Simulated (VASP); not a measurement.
# MgO (Periclase) (Fm-3m) in VASP: single point with PBE+D3(BJ)

Aim: the single point of MgO (Periclase) with PBE+D3(BJ).

Everything below comes from runs of VASP 6.6.1. Logs are shortened: lines on timing, memory, paths and dates and some standing lists are left out, and cuts for length are marked.

**Experimental background.**

From “Electronic structure of alkaline earth and post-transition metal oxides”, 2009, arxiv:0908.1581, for a bulk crystal of MgO: band gap 7.83 eV.

The runs below are set against these values where they give the same quantity.

## (1) The cell of the first run

Symmetry: Fm-3m, No. 225, cubic system. The conventional cell has a = 4.217 Å, b = 4.217 Å, c = 4.217 Å, α = 90.00°, β = 90.00°, γ = 90.00°. Mg (site symmetry m-3m) has 6 O at 2.11 Å within 2.8 Å. O (site symmetry m-3m) has 6 Mg at 2.11 Å within 2.8 Å.

## (2) Single point, PBE+D3(BJ)

INCAR reads:

```
SYSTEM = MgO
PREC     = Accurate       ! precision mode
ENCUT    = 600            ! plane-wave cutoff, eV
EDIFF    = 1E-6           ! SCF threshold, eV
ISMEAR   = 0              ! smearing method
SIGMA    = 0.01           ! smearing width, eV
LREAL    = .FALSE.        ! projectors in reciprocal space
LASPH    = .TRUE.         ! aspherical terms in the spheres
NELM     = 120            ! most SCF steps
ALGO     = Normal         ! electronic algorithm
ISIF     = 2              ! what is computed and relaxed
LWAVE    = .FALSE.        ! write WAVECAR
LCHARG   = .FALSE.        ! write CHGCAR
GGA      = PE             ! functional
IVDW     = 12             ! dispersion correction
NBANDS   = 11             ! bands
GGA_COMPAT= .FALSE.
```

KPOINTS reads:

```
regular mesh
0
G
  8 8 8
  0 0 0
```

POSCAR reads:

```
MgO
1.0
    2.9818690000      0.0000000000      0.0000000000
    1.4909345000      2.5823743048      0.0000000000
    1.4909345000      0.8607914349      2.4346858433
Mg O
1 1
Direct
    0.0000000000      0.0000000000      0.0000000000
    0.5000000000      0.5000000000      0.5000000000
```

Potentials or basis: VASP PAW PBE potentials, release 64 (Mg, O).

Run with:

```sh
$ cat potpaw_PBE.64/Mg/POTCAR potpaw_PBE.64/O/POTCAR > POTCAR
$ mpirun -np 1 vasp_std > vasp.out
```

OUTCAR:

```text
SYSTEM = MgO
   PREC = Accurate
   ENCUT = 600
   EDIFF = 1E-6
   ISMEAR = 0
   LREAL = .FALSE.
   LASPH = .TRUE.
   NELM = 120
   ISIF = 2
   GGA = PE
   IVDW = 12
 IVDW          = 12

 ion  position               nearest neighbor table
   1  0.000  0.000  0.000-   2 2.11   2 2.11   2 2.11   2 2.11   2 2.11   2 2.11
   2  0.500  0.500  0.500-   1 2.11   1 2.11   1 2.11   1 2.11   1 2.11   1 2.11

  LATTYP: Found a face centered cubic cell.
 ALAT       =     4.2169995811

  Lattice vectors:

 A1 = (   2.9818690000,   0.0000000000,   0.0000000000)
 A2 = (   1.4909345000,   2.5823743048,   0.0000000000)
 A3 = (   1.4909345000,   0.8607914349,   2.4346858433)

Analysis of symmetry for initial positions (statically):
=====================================================================
 Subroutine PRICEL returns:
 Original cell was already a primitive cell.

 Routine SETGRP: Setting up the symmetry group for a
 face centered cubic supercell.

 Subroutine GETGRP returns: Found 48 space group operations
[... 9 lines left out ...]

 Routine SETGRP: Setting up the symmetry group for a
 face centered cubic supercell.

 Subroutine GETGRP returns: Found 48 space group operations
[... 11 lines left out ...]
                                     Primitive cell

  volume of cell :      18.7478

  direct lattice vectors                    reciprocal lattice vectors
     2.981869000  0.000000000  0.000000000     0.335360138 -0.193620266 -0.136910203
     1.490934500  2.582374305  0.000000000     0.000000000  0.387240532 -0.136910203
     1.490934500  0.860791435  2.434685843     0.000000000  0.000000000  0.410730609

  length of vectors
     2.981869000  2.981869000  2.981869000     0.410730609  0.410730609  0.410730609

  position of ions in fractional coordinates (direct lattice)
     0.000000000  0.000000000  0.000000000
     0.500000000  0.500000000  0.500000000

  ion indices of the primitive-cell ions
   primitive index   ion index
                 1           1
                 2           2

----------------------------------------------------------------------------------------

 KPOINTS: regular mesh

Automatic generation of k-mesh.
 Grid dimensions read from file:
 generate k-points for:    8    8    8

 Generating k-lattice:

  Cartesian coordinates                     Fractional coordinates (reciprocal lattice)
     0.041920017 -0.024202533 -0.017113775     0.125000000  0.000000000 -0.000000000
     0.000000000  0.048405067 -0.017113775     0.000000000  0.125000000 -0.000000000
     0.000000000  0.000000000  0.051341326     0.000000000  0.000000000  0.125000000

  Length of vectors
     0.051341326  0.051341326  0.051341326

  Shift w.r.t. Gamma in fractional coordinates (k-lattice)
     0.000000000  0.000000000  0.000000000

 Subroutine IBZKPT returns following result:
 ===========================================

 Found     29 irreducible k-points:

 Following reciprocal coordinates:
            Coordinates               Weight
  0.000000  0.000000  0.000000      1.000000
  0.125000 -0.000000 -0.000000      8.000000
  0.250000 -0.000000 -0.000000      8.000000
  0.375000  0.000000  0.000000      8.000000
  0.500000 -0.000000 -0.000000      4.000000
  0.125000  0.125000  0.000000      6.000000
[... 16 lines left out ...]
  0.500000  0.250000  0.125000     48.000000
 -0.375000  0.250000  0.125000     24.000000
 [... further k-points ...]
   k-points           NKPTS =     29   k-points in BZ     NKDIM =     29   number of bands    NBANDS=     11
   number of dos      NEDOS =    301   number of ions     NIONS =      2
   total plane-waves  NPLWV =  13824
   dimension x,y,z NGX =    24 NGY =   24 NGZ =   24
   dimension x,y,z NGXF=    48 NGYF=   48 NGZF=   48
   ions per type =               1   1
   NGX,Y,Z   is equivalent  to a cutoff of  13.38, 13.38, 13.38 a.u.
   NGXF,Y,Z  is equivalent  to a cutoff of  26.76, 26.76, 26.76 a.u.
 SYSTEM =  MgO
   PREC   = accura    normal or accurate (medium, high low for compatibility)
   ISTART =      0    job   : 0-new  1-cont  2-samecut
   ICHARG =      2    charge: 1-file 2-atom 10-const
   ISPIN  =      1    spin polarized calculation?
   LNONCOLLINEAR =      F non collinear calculations
   LSORBIT =      F    spin-orbit coupling
   LASPH  =      T    aspherical Exc in radial PAW
   ENCUT  =  600.0 eV  44.10 Ry    6.64 a.u.   5.96  5.96  5.96*2*pi/ulx,y,z
   NELM   =    120;   NELMIN=  2; NELMDL= -5     # of ELM steps
   EDIFF  = 0.1E-05   stopping-criterion for ELM
   LREAL  =      F    real-space projection
   EDIFFG = 0.1E-04   stopping-criterion for IOM
   NSW    =      0    number of steps for IOM
   IBRION =     -1    ionic relax: 0-MD 1-quasi-New 2-CG
   NFREE  =      0    steps in history (QN), initial steepest desc. (CG)
   ISIF   =      2    stress and relaxation
   ISYM   =      2    0-nonsym 1-usesym 2-fastsym
   POTIM  = 0.5000    time-step for ionic-motion
   TEBEG  =    0.0;   TEEND  =   0.0 temperature during run
   PSTRESS=    0.0 pullay stress
   NELECT =       8.0000    total number of electrons
   NUPDOWN=      -1.0000    fix difference up-down
   EMIN   =  10.00;   EMAX   =-10.00  energy-range for DOS
   EFERMI =   0.00;   METHOD = LEGACY
   ISMEAR =     0;   SIGMA  =   0.01  broadening in eV -4-tet -1-fermi 0-gaus
   EFERMI_NEDOS =   21; number of points for ismear=-14 and -15
   IALGO  =     38    algorithm
   IMIX   =      4    mixing-type and parameters
     AMIX     =   0.40;   BMIX     =  1.00
     AMIX_MAG =   1.60;   BMIX_MAG =  1.00
  volume/ion in A,a.u.               =       9.37        63.26
  Fermi-wavevector in a.u.,A,eV,Ry     =   1.232503  2.329093 20.668111  1.519063
  Thomas-Fermi vector in A             =   2.367270
   LORBIT       =      0    0 simple, 1 ext, 2 COOP (PROOUT), +10 PAW based schemes
   GGA     = PE    functional components
   LHFCALC =     F    Hartree Fock is set to
   AEXX    =    0.0000 exact exchange contribution
   IVDW    =    12    specifies the selected vdW correction
   LEPSILON=     F    determine dielectric tensor
   LRPA    =     F    only Hartree local field effects (RPA)
 non-spin polarized calculation
 Gauss-broadening in eV      SIGMA  =   0.01
  energy-cutoff  :      600.00
  volume of cell :       18.75
 maximum number of plane-waves:       638
   NGX = 11   NGY = 11   NGZ = 11

 number of electron       8.0000005 magnetization

 Free energy of the ion-electron system (eV)
  ---------------------------------------------------
  ext. energy  EPLUGINS =         0.00000000
  ---------------------------------------------------
  free energy    TOTEN  =       -11.91055260 eV

  energy without entropy =      -11.91055260  energy(sigma->0) =      -11.91055260

 E-fermi :   3.2283     XC(G=0): -11.0616

 val. band max:        3.1587150918   @ k =   0.0000   0.0000   0.0000
 cond. band min:       7.8522605534   @ k =   0.0000   0.0000   0.0000
 fundamental gap:      4.6935454617
 Fermi energy:         3.2282907527

 k-point     1 :       0.0000    0.0000    0.0000
  band No.  band energies     occupation
      1     -14.0858      2.00000
      2       3.1587      2.00000
      3       3.1587      2.00000
      4       3.1587      2.00000
      5       7.8523      0.00000
      6      18.9410      0.00000
      7      18.9410      0.00000
      8      18.9410      0.00000
      9      22.8472      0.00000
     10      24.6187      0.00000
     11      24.6187      0.00000

 k-point     2 :       0.1250   -0.0000   -0.0000
  band No.  band energies     occupation
      1     -13.9238      2.00000
      2       2.2059      2.00000
      3       3.0562      2.00000
      4       3.0562      2.00000
      5       8.7669      0.00000
      6      17.2626      0.00000
      7      19.2977      0.00000
      8      19.2977      0.00000
      9      23.6452      0.00000
     10      23.6452      0.00000
     11      24.9964      0.00000

 k-point     3 :       0.2500   -0.0000   -0.0000
  band No.  band energies     occupation
      1     -13.5027      2.00000
      2       0.5069      2.00000
      3       2.8202      2.00000
      4       2.8202      2.00000
      5      10.2155      0.00000
      6      15.7126      0.00000
      7      19.7847      0.00000
      8      19.7847      0.00000
      9      23.2556      0.00000
     10      23.2556      0.00000
     11      25.0937      0.00000

 k-point     4 :       0.3750    0.0000    0.0000
  band No.  band energies     occupation
      1     -13.0282      2.00000
      2      -0.8948      2.00000
      3       2.5982      2.00000
      4       2.5982      2.00000
      5      10.9360      0.00000
      6      15.5034      0.00000
      7      19.6053      0.00000
      8      19.6053      0.00000
      9      24.3074      0.00000
     10      24.5670      0.00000
     11      24.5670      0.00000

 k-point     5 :       0.5000   -0.0000   -0.0000
  band No.  band energies     occupation
      1     -12.8114      2.00000
      2      -1.4420      2.00000
      3       2.5096      2.00000
      4       2.5096      2.00000
      5      11.0347      0.00000
      6      15.7244      0.00000
      7      19.4353      0.00000
      8      19.4353      0.00000
      9      23.9986      0.00000
     10      25.6165      0.00000
     11      25.6165      0.00000
[... 211 lines left out ...]
 k-point    21 :       0.5000    0.5000    0.0000
  band No.  band energies     occupation
      1     -12.5543      2.00000
      2      -0.9105      2.00000
      3       1.8155      2.00000
      4       1.8155      2.00000
      5      12.2765      0.00000
      6      13.0919      0.00000
      7      16.2202      0.00000
      8      22.0776      0.00000
      9      22.0776      0.00000
     10      28.3998      0.00000
     11      29.9569      0.00000

 k-point    22 :       0.3750    0.2500    0.1250
  band No.  band energies     occupation
      1     -13.2011      2.00000
      2       0.1520      2.00000
      3       2.0122      2.00000
      4       2.5472      2.00000
      5      11.6169      0.00000
      6      14.6333      0.00000
      7      18.2015      0.00000
      8      20.6650      0.00000
      9      21.2397      0.00000
     10      25.5588      0.00000
     11      28.9261      0.00000

 k-point    23 :       0.5000    0.2500    0.1250
  band No.  band energies     occupation
      1     -12.8275      2.00000
      2      -0.5350      2.00000
      3       1.4394      2.00000
      4       2.2960      2.00000
      5      12.6248      0.00000
      6      14.7890      0.00000
      7      17.0420      0.00000
      8      20.2612      0.00000
      9      22.8066      0.00000
     10      25.5216      0.00000
     11      29.1249      0.00000

 k-point    24 :      -0.3750    0.2500    0.1250
  band No.  band energies     occupation
      1     -12.6615      2.00000
      2      -0.8270      2.00000
      3       1.2326      2.00000
      4       2.1771      2.00000
      5      12.8072      0.00000
      6      15.3242      0.00000
      7      16.6135      0.00000
      8      20.0152      0.00000
      9      23.6453      0.00000
     10      25.1905      0.00000
     11      29.2644      0.00000

 [... further k-points ...]

------------------------ aborting loop because EDIFF is reached ----------------------------------------

 Edisp (eV)   -0.58410

 E8    (eV) :    -0.2287

  FORCE on cell =-STRESS in cart. coord.  units (eV):
  Direction    XX          YY          ZZ          XY          YZ          ZX
  --------------------------------------------------------------------------------------
  -------------------------------------------------------------------------------------
  Total      -0.23772    -0.23772    -0.23772     0.00000     0.00000     0.00000
  in kB     -20.31507   -20.31507   -20.31507     0.00000     0.00000     0.00000
  external pressure =      -20.32 kB  Pullay stress =        0.00 kB

 VOLUME and BASIS-vectors are now :
 -----------------------------------------------------------------------------
  energy-cutoff  :      600.00
  volume of cell :       18.75
      direct lattice vectors                 reciprocal lattice vectors
     2.981869000  0.000000000  0.000000000     0.335360138 -0.193620266 -0.136910203
     1.490934500  2.582374305  0.000000000     0.000000000  0.387240532 -0.136910203
     1.490934500  0.860791435  2.434685843     0.000000000  0.000000000  0.410730609

 POSITION                                       TOTAL-FORCE (eV/Angst)
 -----------------------------------------------------------------------------------
      0.00000      0.00000      0.00000         0.000000      0.000000      0.000000
      2.98187      1.72158      1.21734        -0.000000      0.000000      0.000000
 -----------------------------------------------------------------------------------
    total drift:                                0.000000      0.000000     -0.000000

  FREE ENERGIE OF THE ION-ELECTRON SYSTEM (eV)
  ---------------------------------------------------
  free  energy   TOTEN  =       -12.4946493919 eV

  energy  without entropy=      -12.4946493919  energy(sigma->0) =      -12.49464939
```

Run time: 4.5 s. Hardware: 1 thread of Intel Xeon Platinum 8559C (Emerald Rapids), shared host; peak memory 0.15 GiB.

Results:

| Item | Value |
| --- | --- |
| Free energy | -12.4946 eV |
| Pressure | -2.0 GPa |
| Band gap on the k mesh | 4.69 eV, direct |
| Dispersion energy per atom | -0.292 eV |

Caveat: three body term missing.

## (3) How close it comes

Step 2. Measured gap of MgO: 7.83 eV (quoted in “Electronic structure of alkaline earth and post-transition metal oxides”, 2009, arxiv:0908.1581). This calculation gives 4.69 eV (-3.14 eV). The value is that of PBE+D3(BJ), without temperature or zero-point motion. Semilocal functionals fall short of measured gaps as a rule.
